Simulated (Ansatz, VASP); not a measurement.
## C in VASP and in Ansatz

INCAR

```
ALGO = Normal
EDIFF = 1E-8
ENCUT = 520
GGA = PE
ISIF = 2
ISMEAR = -1
LASPH = T
LCHARG = F
LEFG = T
LREAL = F
LWAVE = F
NBANDS = 11
NELM = 100
PREC = Accurate
SIGMA = 0.08
```

The input KPOINTS:

```
k-points
0
Gamma
  20 20 20
```

File POSCAR:

```
C
1.0
    0.0000000000      1.7298980000      1.7834000000
    1.7298980000      0.0000000000      1.7834000000
    1.7298980000      1.7298980000      0.0000000000
C
2
Direct
    0.5000000000      0.5000000000      0.5000000000
    0.7500000000      0.7500000000      0.7500000000
```

Input for Ansatz:

```yaml
crystal:
  lattice:
    - [0.0, 1.729898, 1.7834]
    - [1.729898, 0.0, 1.7834]
    - [1.729898, 1.729898, 0.0]
  atoms:
    - { symbol: C, position: [0.5, 0.5, 0.5] }
    - { symbol: C, position: [0.75, 0.75, 0.75] }
kpoints:
  mp_grid: { grid: [20, 20, 20] }
scf:
  occupations: { method: fermi_dirac, width: 0.08 }
hamiltonian:
  xc: pbe
  pseudopotentials: { kind: paw }
output:
  forces: true
  stress: true
  eigenvalues: true
  efg: { contact_densities: true }
```

Change from the starting cell: equal xx and yy strain of -3 %, PAW files.

Alike in both runs: task electric field gradients; functional PBE; k mesh 20 × 20 × 20; occupations fermi-dirac, width 0.08 eV; no spin polarisation.

|  | VASP | Ansatz |
| --- | --- | --- |
| version | VASP 6.6.1 | Ansatz 0.2.0 |
| potentials or method | VASP PAW PBE potentials, release 64 (C) | PAW with Ansatz's default frozen-core files, scalar-relativistic |
| plane-wave cutoff (eV) | 520 | 420 |
| valence electrons in the cell | 8 | 8 |

```csv
,VASP,Ansatz,Ansatz less VASP
gap on the k mesh at the Fermi level (eV),3.87,3.87,+0.008
pressure (GPa),32.6,31.7,-0.94
"traceless stress, the component that is largest in VASP (GPa)",-20.77,-20.79,-0.019
size of Vzz on the site where it differs most (V/Å²),1.3,1.6,+0.34
```

Both programs put the cell under a high pressure, so it lies far from rest at this level.
